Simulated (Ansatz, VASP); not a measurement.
**Al2Au: VASP beside Ansatz**

File INCAR:

```
SYSTEM = Al2Au
  ALGO = Normal
  EDIFF = 1E-7
  ENCUT = 520
  GGA = PE
  ISIF = 2
  ISMEAR = 0
  LASPH = .TRUE.
  LCHARG = .FALSE.
  LREAL = .FALSE.
  LWAVE = .FALSE.
  NBANDS = 16
  NELM = 100
  PREC = Accurate
  SIGMA = 0.1
```

The input KPOINTS:

```
k-points
0
G
  12 12 12
  0 0 0
```

File POSCAR:

```
Al2Au
1.0
    0.0000000000      3.1282115640      3.1282115640
    3.1282115640      0.0000000000      3.1282115640
    3.1282115640      3.1282115640      0.0000000000
Al Au
2 1
Direct
    0.2500000000      0.2500000000      0.2500000000
    0.7500000000      0.7500000000      0.7500000000
    0.0000000000      0.0000000000      0.0000000000
```

Input for Ansatz:

```yaml
crystal:
  lattice:
    - [0.0, 3.128211564, 3.128211564]
    - [3.128211564, 0.0, 3.128211564]
    - [3.128211564, 3.128211564, 0.0]
  atoms:
    - { symbol: Al, position: [0.25, 0.25, 0.25] }
    - { symbol: Al, position: [0.75, 0.75, 0.75] }
    - { symbol: Au, position: [0.0, 0.0, 0.0] }
basis:
  ecutwfc: 420
kpoints:
  mp_grid: { grid: [12, 12, 12] }
hamiltonian:
  xc: pbe
scf:
  occupations: { method: gaussian, width: 0.1 }
output:
  forces: true
  stress: true
  eigenvalues: true
```

Alike in both runs: task single point; functional PBE; k mesh 12 × 12 × 12; occupations gaussian, width 0.1 eV; no spin polarisation.

|  | VASP | Ansatz |
| --- | --- | --- |
| version | VASP 6.6.1 | Ansatz 0.2.0 |
| potentials or method | VASP PAW PBE potentials, release 64 (Al, Au), cutoff 520 eV | scalar-relativistic, plane waves, PAW |
| valence electrons in the cell | 17 | 25 |

|  | VASP | Ansatz | Ansatz less VASP |
| --- | --- | --- | --- |
| gap on the k mesh at the Fermi level (eV) | none | none | - |
| pressure (GPa) | -8.0 | -7.9 | +0.15 |

A gap of «none» marks a metal or a gap that the smearing closes. VASP's potentials hold 17 valence electrons a cell and Ansatz's 25, so a difference there can come from the potentials and not from the codes.

Neither program's run includes spin-orbit coupling.
